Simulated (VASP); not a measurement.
# Si4O7 (a cell with a defect) in VASP: further runs

The runs below take Si4O7 (a cell with a defect) through single point, with PBE.

Program: VASP 6.6.1. These are calculated values, not measurements. Logs are shortened: lines on timing, memory, paths and dates and some standing lists are left out, and cuts for length are marked.

## (1) The cell of the first run

The cell holds a defect, 11 atoms: a = 5.018 Å, b = 5.018 Å, c = 5.018 Å, α = 106.70°, β = 106.70°, γ = 115.16°.

## (2) Single point, PBE

INCAR reads:

```
SYSTEM = Si4O7
PREC     = Accurate       ! precision mode
ENCUT    = 520            ! plane-wave cutoff, eV
EDIFF    = 1E-6           ! SCF threshold, eV
ISMEAR   = 0              ! smearing method
SIGMA    = 0.05           ! smearing width, eV
LREAL    = .FALSE.        ! projectors in reciprocal space
LASPH    = .TRUE.         ! aspherical terms in the spheres
NELM     = 60             ! most SCF steps
ALGO     = Normal         ! electronic algorithm
ISIF     = 2              ! what is computed and relaxed
LWAVE    = .FALSE.        ! write WAVECAR
LCHARG   = .FALSE.        ! write CHGCAR
GGA      = PE             ! functional
NBANDS   = 40             ! bands
```

KPOINTS reads:

```
regular mesh
0
G
  6 6 6
  0 0 0
```

POSCAR reads:

```
Si4O7
1.0
    0.0000000000      4.2357990674     -2.6899428419
    0.0000000000     -4.2357990674     -2.6899428419
   -4.2357990674      0.0000000000      2.6899428419
Si O
4 7
Direct
    0.2500000000      0.7500000000      0.5000000000
    0.7500000000      0.2500000000      0.5000000000
    0.0000000000      0.0000000000      1.0000000000
    0.5000000000      0.5000000000      1.0000000000
    1.0000000000      0.3069827092      0.3069827092
    0.5569827092      0.7500000000      0.8069827092
    0.0569827092      0.2500000000      0.8069827092
    0.0000000000      0.6930172908      0.6930172908
    0.4582660338      0.1447629681      0.6030290019
    0.9430172908      0.7500000000      0.1930172908
    0.4430172908      0.2500000000      0.1930172908
```

Potentials or basis: VASP PAW PBE potentials, release 64 (Si, O).

Run with:

```sh
$ cat potpaw_PBE.64/Si/POTCAR potpaw_PBE.64/O/POTCAR > POTCAR
$ mpirun -np 1 vasp_std > vasp.out
```

OUTCAR:

```text
SYSTEM = Si4O7
   PREC = Accurate
   ENCUT = 520
   EDIFF = 1E-6
   ISMEAR = 0
   LREAL = .FALSE.
   LASPH = .TRUE.
   NELM = 60
   ISIF = 2
   GGA = PE

 ion  position               nearest neighbor table
   1  0.250  0.750  0.500-   9 1.62   8 1.77   5 1.77   6 1.84  10 1.84   2 2.69   2 2.69
   2  0.750  0.250  0.500-   9 1.62   8 1.77   5 1.77   7 1.84  11 1.84   1 2.69   1 2.69
   3  0.000  0.000  0.000-   6 1.77   7 1.77  10 1.77  11 1.77   5 1.84   8 1.84   4 2.69   4 2.69

   4  0.500  0.500  0.000-   6 1.77   7 1.77  10 1.77  11 1.77   9 2.14   3 2.69   3 2.69
   5  0.000  0.307  0.307-   1 1.77   2 1.77   3 1.84
   6  0.557  0.750  0.807-   3 1.77   4 1.77   1 1.84
   7  0.057  0.250  0.807-   3 1.77   4 1.77   2 1.84
   8  0.000  0.693  0.693-   1 1.77   2 1.77   3 1.84
   9  0.458  0.145  0.603-   2 1.62   1 1.62   4 2.14
  10  0.943  0.750  0.193-   3 1.77   4 1.77   1 1.84
  11  0.443  0.250  0.193-   3 1.77   4 1.77   2 1.84

  LATTYP: Found a body centered tetragonal cell.
 ALAT       =     5.9903244886
 C/A-ratio  =     0.8980958701

  Lattice vectors:

 A1 = (   0.0000000000,   4.2357990674,  -2.6899428419)
 A2 = (   0.0000000000,  -4.2357990674,  -2.6899428419)
 A3 = (  -4.2357990674,   0.0000000000,   2.6899428419)

Analysis of symmetry for initial positions (statically):
=====================================================================
 Subroutine PRICEL returns:
 Original cell was already a primitive cell.

 Routine SETGRP: Setting up the symmetry group for a
 body centered tetragonal supercell.

 Subroutine GETGRP returns: Found  2 space group operations
 (whereof  2 operations were pure point group operations)
 out of a pool of 16 trial point group operations.

The static configuration has the point symmetry C_1h.

Analysis of symmetry for dynamics (positions and initial velocities):
=====================================================================
 Subroutine PRICEL returns:
 Original cell was already a primitive cell.

 Routine SETGRP: Setting up the symmetry group for a
 body centered tetragonal supercell.

 Subroutine GETGRP returns: Found  2 space group operations
 (whereof  2 operations were pure point group operations)
 out of a pool of 16 trial point group operations.

The dynamic configuration has the point symmetry C_1h.

 Subroutine INISYM returns: Found  2 space group operations
 (whereof  2 operations are pure point group operations),
 and found     1 'primitive' translations

----------------------------------------------------------------------------------------

                                     Primitive cell

  volume of cell :      96.5259

  direct lattice vectors                    reciprocal lattice vectors
     0.000000000  4.235799067 -2.689942842    -0.118041482  0.118041482 -0.185877556
     0.000000000 -4.235799067 -2.689942842    -0.118041482 -0.118041482 -0.185877556
    -4.235799067  0.000000000  2.689942842    -0.236082964  0.000000000  0.000000000

  length of vectors
     5.017747127  5.017747127  5.017747127     0.249836044  0.249836044  0.236082964

  position of ions in fractional coordinates (direct lattice)
     0.250000000  0.750000000  0.500000000
     0.750000000  0.250000000  0.500000000
     0.000000000  0.000000000  0.000000000
     0.500000000  0.500000000  0.000000000
     0.000000000  0.306982709  0.306982709
     0.556982709  0.750000000  0.806982709
     0.056982709  0.250000000  0.806982709
     0.000000000  0.693017291  0.693017291
     0.458266034  0.144762968  0.603029002
     0.943017291  0.750000000  0.193017291
     0.443017291  0.250000000  0.193017291

  ion indices of the primitive-cell ions
   primitive index   ion index
                 1           1
                 2           2
                 3           3
                 4           4
                 5           5
                 6           6
                 7           7
                 8           8
                 9           9
                10          10
                11          11

----------------------------------------------------------------------------------------

 KPOINTS: regular mesh

Automatic generation of k-mesh.
 Grid dimensions read from file:
 generate k-points for:    6    6    6

 Generating k-lattice:

  Cartesian coordinates                     Fractional coordinates (reciprocal lattice)
    -0.019673580  0.019673580 -0.030979593     0.166666667  0.000000000  0.000000000
    -0.019673580 -0.019673580 -0.030979593     0.000000000  0.166666667  0.000000000
    -0.039347161  0.000000000  0.000000000     0.000000000  0.000000000  0.166666667

  Length of vectors
     0.041639341  0.041639341  0.039347161

  Shift w.r.t. Gamma in fractional coordinates (k-lattice)
     0.000000000  0.000000000  0.000000000

 Subroutine IBZKPT returns following result:
 ===========================================

 Found     68 irreducible k-points:

 Following reciprocal coordinates:
            Coordinates               Weight
  0.000000  0.000000  0.000000      1.000000
  0.166667  0.000000 -0.000000      4.000000
  0.166667  0.000000 -0.166667      4.000000
  0.333333  0.000000  0.000000      4.000000
  0.333333  0.000000 -0.333333      4.000000
  0.500000 -0.000000  0.000000      2.000000
[... 16 lines left out ...]
  0.000000  0.000000  0.166667      2.000000
  0.333333  0.333333  0.000000      4.000000
 [... further k-points ...]
   k-points           NKPTS =     68   k-points in BZ     NKDIM =     68   number of bands    NBANDS=     40
   number of dos      NEDOS =    301   number of ions     NIONS =     11
   total plane-waves  NPLWV =  64000
   dimension x,y,z NGX =    40 NGY =   40 NGZ =   40
   dimension x,y,z NGXF=    80 NGYF=   80 NGZF=   80
   ions per type =               4   7
   NGX,Y,Z   is equivalent  to a cutoff of  13.25, 13.25, 13.25 a.u.
   NGXF,Y,Z  is equivalent  to a cutoff of  26.51, 26.51, 26.51 a.u.
 SYSTEM =  Si4O7
   PREC   = accura    normal or accurate (medium, high low for compatibility)
   ISTART =      0    job   : 0-new  1-cont  2-samecut
   ICHARG =      2    charge: 1-file 2-atom 10-const
   ISPIN  =      1    spin polarized calculation?
   LNONCOLLINEAR =      F non collinear calculations
   LSORBIT =      F    spin-orbit coupling
   LASPH  =      T    aspherical Exc in radial PAW
   ENCUT  =  520.0 eV  38.22 Ry    6.18 a.u.   9.33  9.33  9.33*2*pi/ulx,y,z
   NELM   =     60;   NELMIN=  2; NELMDL= -5     # of ELM steps
   EDIFF  = 0.1E-05   stopping-criterion for ELM
   LREAL  =      F    real-space projection
   EDIFFG = 0.1E-04   stopping-criterion for IOM
   NSW    =      0    number of steps for IOM
   IBRION =     -1    ionic relax: 0-MD 1-quasi-New 2-CG
   NFREE  =      0    steps in history (QN), initial steepest desc. (CG)
   ISIF   =      2    stress and relaxation
   ISYM   =      2    0-nonsym 1-usesym 2-fastsym
   POTIM  = 0.5000    time-step for ionic-motion
   TEBEG  =    0.0;   TEEND  =   0.0 temperature during run
   PSTRESS=    0.0 pullay stress
   NELECT =      58.0000    total number of electrons
   NUPDOWN=      -1.0000    fix difference up-down
   EMIN   =  10.00;   EMAX   =-10.00  energy-range for DOS
   EFERMI =   0.00;   METHOD = LEGACY
   ISMEAR =     0;   SIGMA  =   0.05  broadening in eV -4-tet -1-fermi 0-gaus
   EFERMI_NEDOS =   21; number of points for ismear=-14 and -15
   IALGO  =     38    algorithm
   IMIX   =      4    mixing-type and parameters
     AMIX     =   0.40;   BMIX     =  1.00
     AMIX_MAG =   1.60;   BMIX_MAG =  1.00
  volume/ion in A,a.u.               =       8.78        59.22
  Fermi-wavevector in a.u.,A,eV,Ry     =   1.381453  2.610568 25.965543  1.908414
  Thomas-Fermi vector in A             =   2.506236
   LORBIT       =      0    0 simple, 1 ext, 2 COOP (PROOUT), +10 PAW based schemes
   GGA     = PE    functional components
   LHFCALC =     F    Hartree Fock is set to
   AEXX    =    0.0000 exact exchange contribution
   IVDW    =     0    specifies the selected vdW correction
   LEPSILON=     F    determine dielectric tensor
   LRPA    =     F    only Hartree local field effects (RPA)
 non-spin polarized calculation
 Gauss-broadening in eV      SIGMA  =   0.05
  energy-cutoff  :      520.00
  volume of cell :       96.53
 maximum number of plane-waves:      2644
 NGX is ok and might be reduce to    40
   NGX = 19   NGY = 19   NGZ = 19

 number of electron      58.0000011 magnetization

 Free energy of the ion-electron system (eV)
  ---------------------------------------------------
  ext. energy  EPLUGINS =         0.00000000
  ---------------------------------------------------
  free energy    TOTEN  =       -79.95884298 eV

  energy without entropy =      -79.95884298  energy(sigma->0) =      -79.95884298

 E-fermi :  10.0812     XC(G=0): -11.7125

 val. band max:        9.7668965530   @ k =   0.5000   0.5000   0.5000
 cond. band min:      11.2726129644   @ k =   0.5000  -0.0000   0.5000
 fundamental gap:      1.5057164114
 Fermi energy:        10.0812013147

 k-point     1 :       0.0000    0.0000    0.0000
  band No.  band energies     occupation
      1     -14.9905      2.00000
      2     -12.6618      2.00000
      3     -12.3553      2.00000
      4     -11.8338      2.00000
      5     -11.6883      2.00000
      6     -11.3975      2.00000
[... 32 lines left out ...]
     39      18.3291      0.00000
     40      18.5596      0.00000

 k-point     2 :       0.1667    0.0000   -0.0000
  band No.  band energies     occupation
      1     -14.8420      2.00000
      2     -12.7862      2.00000
      3     -12.4394      2.00000
      4     -12.1267      2.00000
      5     -11.4966      2.00000
      6     -11.3336      2.00000
[... 935 lines left out ...]
     39      18.3885      0.00000
     40      18.9591      0.00000

 k-point    24 :       0.3333    0.3333    0.0000
  band No.  band energies     occupation
      1     -13.8682      2.00000
      2     -13.4791      2.00000
      3     -13.1644      2.00000
      4     -12.4664      2.00000
      5     -11.3531      2.00000
      6     -11.2141      2.00000
[... 32 lines left out ...]
     39      17.9504      0.00000
     40      18.5773      0.00000

 [... further k-points ...]

------------------------ aborting loop because EDIFF is reached ----------------------------------------

  FORCE on cell =-STRESS in cart. coord.  units (eV):
  Direction    XX          YY          ZZ          XY          YZ          ZX
  --------------------------------------------------------------------------------------
  -------------------------------------------------------------------------------------
  Total        2.3834687      1.6970102      5.2818821     -1.0439453      0.0000000      0.0000000
  in kB       39.5618231     28.1676935     87.6709137    -17.3278455      0.0000000      0.0000000
  external PRESSURE =      51.8001434 kB  Pullay stress =       0.0000000 kB

 VOLUME and BASIS-vectors are now :
 -----------------------------------------------------------------------------
  energy-cutoff  :      520.00
  volume of cell :       96.53
      direct lattice vectors                 reciprocal lattice vectors
     0.000000000  4.235799067 -2.689942842    -0.118041482  0.118041482 -0.185877556
     0.000000000 -4.235799067 -2.689942842    -0.118041482 -0.118041482 -0.185877556
    -4.235799067  0.000000000  2.689942842    -0.236082964  0.000000000  0.000000000

 POSITION                                       TOTAL-FORCE (eV/Angst)
 -----------------------------------------------------------------------------------
     -2.11790     -2.11790     -1.34497         2.033826      2.145110      1.087318
     -2.11790      2.11790     -1.34497         2.033826      2.145110     -1.087318
      0.00000      0.00000      0.00000        -0.281703     -0.054796     -0.000000
      0.00000      0.00000     -2.68994        -1.588190     -1.647335      0.000000
     -1.30032     -1.30032      0.00000         0.229473      0.154396     -0.000000
     -3.41822     -0.81758     -1.34497         0.452842     -0.166990     -0.364811
     -3.41822     -0.81758      1.34497         0.452842     -0.166990      0.364811
     -2.93548     -2.93548      0.00000        -0.115704     -0.087241     -0.000000
     -2.55431      1.32794      0.00000        -6.133056     -2.713904     -0.000000
     -0.81758      0.81758     -4.03491         1.457922      0.196320      0.943481
     -0.81758      0.81758     -1.34497         1.457922      0.196320     -0.943481
 -----------------------------------------------------------------------------------
    total drift:                                0.000083      0.000024     -0.000001

  FREE ENERGIE OF THE ION-ELECTRON SYSTEM (eV)
  ---------------------------------------------------
  free  energy   TOTEN  =       -79.9588429821 eV

  energy  without entropy=      -79.9588429821  energy(sigma->0) =      -79.95884298
```

It took 3 min on 1 thread of Intel Xeon Platinum 8488C (Sapphire Rapids), shared host; peak memory 0.34 GiB.

What came out:

- Free energy: -79.9588 eV
- Pressure: 5.2 GPa
- Largest force: 6.707 eV/Å
- Band gap on the k mesh: 1.51 eV

Forces on the atoms (eV/Å):
```
Si   2.034  2.145  1.087
Si   2.034  2.145 -1.087
Si  -0.282 -0.055  0.000
Si  -1.588 -1.647  0.000
O    0.229  0.154  0.000
O    0.453 -0.167 -0.365
O    0.453 -0.167  0.365
O   -0.116 -0.087  0.000
O   -6.133 -2.714  0.000
O    1.458  0.196  0.943
O    1.458  0.196 -0.943
```

Stress tensor (GPa, compression positive):
```
 3.96 -1.73  0.00
-1.73  2.82  0.00
 0.00  0.00  8.77
```

Caveat: the cell differs from its parent crystal (atoms taken out, atom 9 moved 0.125 of the way to it and -0.250 Å across, host rigid).

(Continued in part 2 of 2.)
